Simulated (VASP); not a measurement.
# Sc2GaP3 (P-6m2) in VASP: further runs, part 2 of 2

VASP 6.6.1. Earlier steps stand in the parts before.

## Step 3: Single point, PBE

This run uses another cell than the first one, of 21.30 Å³/atom, 1.207 times its volume.

File INCAR:

```
SYSTEM = Sc2GaP3
PREC = Accurate ; ENCUT = 520
EDIFF = 1E-7 ; ISMEAR = 0
SIGMA = 0.1 ; LREAL = .False.
LASPH = .True. ; NELM = 80
ALGO = Normal ; ISIF = 2
LWAVE = .False. ; LCHARG = .False.
GGA = PE ; NBANDS = 34
```

File KPOINTS:

```
Automatic mesh
0
Gamma
  6 6 2
  0 0 0
```

File POSCAR:

```
Sc2GaP3
1.0
    4.2196698400      0.0000000000      0.0000000000
   -2.1098349200      3.6543412800      0.0000000000
    0.0000000000      0.0000000000      8.2887415200
Sc Ga P
2 1 3
Direct
    0.3333333300      0.6666666700      0.2478150000
    0.3333333300      0.6666666700      0.7521850000
    0.6666666700      0.3333333300      0.0000000000
    0.6666666700      0.3333333300      0.5000000000
    0.0000000000      0.0000000000      0.0000000000
    0.0000000000      0.0000000000      0.5000000000
```

Potentials or basis: VASP PAW PBE potentials, release 64 (Sc_sv, Ga_d, P).

Run with:

```sh
$ cat potpaw_PBE.64/Sc_sv/POTCAR potpaw_PBE.64/Ga_d/POTCAR potpaw_PBE.64/P/POTCAR > POTCAR
$ mpirun -np 1 vasp_std > vasp.out
```

OUTCAR:

```text
SYSTEM = Sc2GaP3
   PREC = Accurate
   ENCUT = 520
   EDIFF = 1E-7
   ISMEAR = 0
   LREAL = .False.
   LASPH = .True.
   NELM = 80
   ISIF = 2
   GGA = PE

 ion  position               nearest neighbor table
   1  0.333  0.667  0.248-   5 3.19   5 3.19   5 3.19
   2  0.333  0.667  0.752-   5 3.19   5 3.19   5 3.19
   3  0.667  0.333  0.000-   5 2.44   5 2.44   5 2.44
   4  0.667  0.333  0.500-   6 2.44   6 2.44   6 2.44
   5  0.000  0.000  0.000-   3 2.44   3 2.44   3 2.44   1 3.19   2 3.19   1 3.19   2 3.19   1 3.19
                             2 3.19
   6  0.000  0.000  0.500-   4 2.44   4 2.44   4 2.44

  LATTYP: Found a hexagonal cell.
 ALAT       =     4.2196698400
 C/A-ratio  =     1.9643104400

  Lattice vectors:

 A1 = (   4.2196698400,   0.0000000000,   0.0000000000)
 A2 = (  -2.1098349200,   3.6543412800,   0.0000000000)
 A3 = (   0.0000000000,   0.0000000000,   8.2887415200)

Analysis of symmetry for initial positions (statically):
=====================================================================
 Subroutine PRICEL returns:
 Original cell was already a primitive cell.

 Routine SETGRP: Setting up the symmetry group for a
 hexagonal supercell.

 Subroutine GETGRP returns: Found 12 space group operations
 (whereof 12 operations were pure point group operations)
 out of a pool of 24 trial point group operations.

The static configuration has the point symmetry D_3h.

Analysis of symmetry for dynamics (positions and initial velocities):
=====================================================================
 Subroutine PRICEL returns:
 Original cell was already a primitive cell.

 Routine SETGRP: Setting up the symmetry group for a
 hexagonal supercell.

 Subroutine GETGRP returns: Found 12 space group operations
 (whereof 12 operations were pure point group operations)
[... 118 lines left out ...]
     AMIX     =   0.40;   BMIX     =  1.00
     AMIX_MAG =   1.60;   BMIX_MAG =  1.00
  volume/ion in A,a.u.               =      21.30       143.75
  Fermi-wavevector in a.u.,A,eV,Ry     =   1.197309  2.262585 19.504604  1.433548
  Thomas-Fermi vector in A             =   2.333227
   LORBIT       =      0    0 simple, 1 ext, 2 COOP (PROOUT), +10 PAW based schemes
   GGA     = PE    functional components
   LHFCALC =     F    Hartree Fock is set to
   AEXX    =    0.0000 exact exchange contribution
   IVDW    =     0    specifies the selected vdW correction
   LEPSILON=     F    determine dielectric tensor
   LRPA    =     F    only Hartree local field effects (RPA)
 non-spin polarized calculation
 Gauss-broadening in eV      SIGMA  =   0.10
  energy-cutoff  :      520.00
  volume of cell :      127.81
 maximum number of plane-waves:      3486
 NGX is ok and might be reduce to    32
   NGX = 15   NGY = 15   NGZ = 31

 number of electron      49.9999999 magnetization

 Free energy of the ion-electron system (eV)
  ---------------------------------------------------
  ext. energy  EPLUGINS =         0.00000000
  ---------------------------------------------------
  free energy    TOTEN  =       -33.14803550 eV

  energy without entropy =      -33.12615112  energy(sigma->0) =      -33.13709331

 E-fermi :   5.5315     XC(G=0):  -9.9767

 val. band max:        5.5205544702   @ k =   0.0000   0.0000   0.5000
 cond. band min:       5.5346763941   @ k =   0.1667   0.1667   0.5000
 fundamental gap:      0.0141219239
 Fermi energy:         5.5315165535

 k-point     1 :       0.0000    0.0000    0.0000
  band No.  band energies     occupation
      1     -45.2074      2.00000
      2     -45.2066      2.00000
      3     -23.8027      2.00000
      4     -23.8027      2.00000
      5     -23.8010      2.00000
      6     -23.8010      2.00000
[... 507 lines left out ...]
     33       7.4506      0.00000
     34       7.5678      0.00000

------------------------ aborting loop because EDIFF is reached ----------------------------------------

  FORCE on cell =-STRESS in cart. coord.  units (eV):
  Direction    XX          YY          ZZ          XY          YZ          ZX
  --------------------------------------------------------------------------------------
  -------------------------------------------------------------------------------------
  Total       -5.6096323     -5.6096323    -12.1276373      0.0000000      0.0000000     -0.0000000
  in kB      -70.3183712    -70.3183713   -152.0234594      0.0000000      0.0000000     -0.0000000
  external PRESSURE =     -97.5534006 kB  Pullay stress =       0.0000000 kB

 VOLUME and BASIS-vectors are now :
 -----------------------------------------------------------------------------
  energy-cutoff  :      520.00
  volume of cell :      127.81
      direct lattice vectors                 reciprocal lattice vectors
     4.219669840  0.000000000  0.000000000     0.236985366  0.136823565  0.000000000
    -2.109834920  3.654341280  0.000000000     0.000000000  0.273647129  0.000000000
     0.000000000  0.000000000  8.288741520     0.000000000  0.000000000  0.120645577

 POSITION                                       TOTAL-FORCE (eV/Angst)
 -----------------------------------------------------------------------------------
     -0.00000      2.43623      2.05407        -0.000000     -0.000000      0.541949
     -0.00000      2.43623      6.23467        -0.000000      0.000000     -0.541949
      2.10983      1.21811      0.00000         0.000000     -0.000000      0.000000
      2.10983      1.21811      4.14437         0.000000      0.000000      0.000000
      0.00000      0.00000      0.00000         0.000000      0.000000      0.000000
      0.00000      0.00000      4.14437         0.000000      0.000000      0.000000
 -----------------------------------------------------------------------------------
    total drift:                                0.000035     -0.000020      0.000000

  FREE ENERGIE OF THE ION-ELECTRON SYSTEM (eV)
  ---------------------------------------------------
  free  energy   TOTEN  =       -33.1480354952 eV

  energy  without entropy=      -33.1261511203  energy(sigma->0) =      -33.13709331
```

OSZICAR:

```text
N       E                     dE             d eps       ncg     rms          rms(c)
DAV:   1     0.662515143755E+03    0.66252E+03   -0.21975E+04   952   0.170E+03
DAV:   2     0.476572261294E+02   -0.61486E+03   -0.60154E+03  1056   0.579E+02
DAV:   3    -0.337195522217E+02   -0.81377E+02   -0.78805E+02  1488   0.204E+02
DAV:   4    -0.378754259118E+02   -0.41559E+01   -0.40884E+01  1504   0.436E+01
DAV:   5    -0.379934899670E+02   -0.11806E+00   -0.11755E+00  1536   0.802E+00    0.117E+01
DAV:   6    -0.332029640032E+02    0.47905E+01   -0.21311E+01  1496   0.244E+01    0.494E+00
DAV:   7    -0.332060199943E+02   -0.30560E-02   -0.16858E+00  1582   0.912E+00    0.293E+00
DAV:   8    -0.331710184930E+02    0.35002E-01   -0.44103E-01  1520   0.390E+00    0.102E+00
DAV:   9    -0.331479410890E+02    0.23077E-01   -0.11148E-01  1516   0.225E+00    0.240E-01
DAV:  10    -0.331479535220E+02   -0.12433E-04   -0.54020E-03  1440   0.420E-01    0.160E-01
DAV:  11    -0.331480671125E+02   -0.11359E-03   -0.15091E-03  1360   0.191E-01    0.475E-02
DAV:  12    -0.331480414647E+02    0.25648E-04   -0.29818E-04  1560   0.114E-01    0.248E-02
DAV:  13    -0.331480356974E+02    0.57673E-05   -0.51161E-05  1432   0.377E-02    0.909E-03
DAV:  14    -0.331480361023E+02   -0.40490E-06   -0.16704E-05  1472   0.239E-02    0.440E-03
DAV:  15    -0.331480354607E+02    0.64164E-06   -0.48600E-06  1456   0.136E-02    0.192E-03
DAV:  16    -0.331480354952E+02   -0.34497E-07   -0.81274E-07  1224   0.576E-03
   1 F= -.33148035E+02 E0= -.33137093E+02  d E =-.218844E-01
```

Wall time 83 s (1 thread of Intel Xeon Platinum 8488C (Sapphire Rapids), shared host); peak memory 0.27 GiB.

What came out:

| Quantity | Value |
| --- | --- |
| Free energy | -33.1480 eV |
| Pressure | -9.8 GPa |
| Largest force | 0.542 eV/Å |
| Band gap on the k mesh | zero (band 25 reaches 6.16 eV, above the bottom of band 26 at 4.73 eV) |

Forces on the atoms (eV/Å):
```
Sc   0.000  0.000  0.542
Sc   0.000  0.000 -0.542
Ga   0.000  0.000  0.000
P    0.000  0.000  0.000
P    0.000  0.000  0.000
P    0.000  0.000  0.000
```

Levels at points of the mesh, in eV from the Fermi level:
```csv
k point,band 21,band 22,band 23,band 24,band 25,band 26,band 27,band 28,band 29,band 30
"(0.00, 0.00, 0.00)",-2.72,-2.72,-2.14,-1.02,-1.02,-0.81,0.36,0.36,0.74,0.74
"(0.50, 0.00, 0.00)",-3.21,-3.10,-2.34,-1.23,0.22,0.77,0.92,1.22,1.41,1.45
"(0.00, 0.00, 0.50)",-2.78,-2.78,-2.02,-0.89,-0.89,-0.01,-0.01,0.42,0.48,0.89
"(0.50, 0.00, 0.50)",-3.14,-3.00,-2.41,-1.32,-1.32,1.16,1.16,1.31,1.39,1.48
```

Caveat: the k points lie up to 0.38 Å⁻¹ apart.

## Step 4: Single point, PBE

This run uses another cell than the first one, of 17.46 Å³/atom, 0.989 times its volume.

File INCAR:

```
SYSTEM = Sc2GaP3
  PREC = Accurate
  ENCUT = 520
  EDIFF = 1E-6
  ISMEAR = 0
  SIGMA = 0.1
  LREAL = .False.
  LASPH = .True.
  NELM = 60
  ALGO = Normal
  ISIF = 2
  LWAVE = .False.
  LCHARG = .False.
  GGA = PE
  NBANDS = 34
```

File KPOINTS:

```
regular mesh
0
Gamma
  6 6 4
  0 0 0
```

File POSCAR:

```
Sc2GaP3
1.0
    4.1242742276      0.0000000000      0.0000000000
   -2.0621371138      3.5717262533      0.0000000000
    0.0000000000      0.0000000000      7.1100474271
Sc Ga P
2 1 3
Direct
    0.3333333333      0.6666666667      0.2767429213
    0.3333333333      0.6666666667      0.7232570787
    0.6666666667      0.3333333333      0.0000000000
    0.6666666667      0.3333333333      0.5000000000
    0.0000000000      0.0000000000      0.0000000000
    0.0000000000      0.0000000000      0.5000000000
```

Run with:

```sh
$ cat potpaw_PBE.64/Sc_sv/POTCAR potpaw_PBE.64/Ga_d/POTCAR potpaw_PBE.64/P/POTCAR > POTCAR
$ mpirun -np 1 vasp_std > vasp.out
```

It took 70 s on 1 thread of Intel Xeon Platinum 8488C (Sapphire Rapids), shared host; peak memory 0.26 GiB.

It converged, with:

- Free energy: -34.4188 eV
- Pressure: 0.4 GPa
- Largest force: 0.006 eV/Å
- Band gap on the k mesh: zero (band 25 reaches 8.25 eV, above the bottom of band 26 at 6.19 eV)

Forces on the atoms (eV/Å):
```
Sc   0.000  0.000  0.006
Sc   0.000  0.000 -0.006
Ga   0.000  0.000  0.000
P    0.000  0.000  0.000
P    0.000  0.000  0.000
P    0.000  0.000  0.000
```

Levels at points of the mesh, in eV from the Fermi level:
```tsv
k point	band 22	band 23	band 24	band 25	band 26	band 27	band 28	band 29
(0.00, 0.00, 0.00)	-2.48	-2.20	-2.20	-1.91	-1.05	0.11	0.11	0.66
(0.50, 0.00, 0.00)	-3.85	-1.99	-1.22	0.82	1.07	1.09	1.26	1.70
(0.00, 0.00, 0.50)	-3.21	-2.13	-2.13	-2.06	-0.11	-0.11	0.07	1.08
(0.50, 0.00, 0.50)	-3.39	-3.11	-1.23	-1.15	0.90	1.22	1.26	1.55
```

## Step 5: Summary

```csv
cell,k mesh,gap on the mesh (eV),pressure (GPa),largest force (eV/Å)
"a = 4.125, b = 4.125, c = 7.184 Å, angles 90.0, 90.0, 120.0°, 6 atoms",6 × 6 × 2,none,0.3,0.01
"a = 4.220, b = 4.220, c = 8.289 Å, angles 90.0, 90.0, 120.0°, 6 atoms",6 × 6 × 2,none,-9.8,0.54
"a = 4.124, b = 4.124, c = 7.110 Å, angles 90.0, 90.0, 120.0°, 6 atoms",6 × 6 × 4,none,0.4,0.01
```

Alike in all rows: task single point; level PBE; potentials or basis VASP PAW PBE potentials, release 64 (Sc_sv, Ga_d, P); no spin polarisation; cutoff (eV) 520; smearing gaussian 0.1 eV.

Caveats: some runs use coarse meshes.

Total energies depend on the potentials used, so only differences within one code and one set of settings carry meaning.
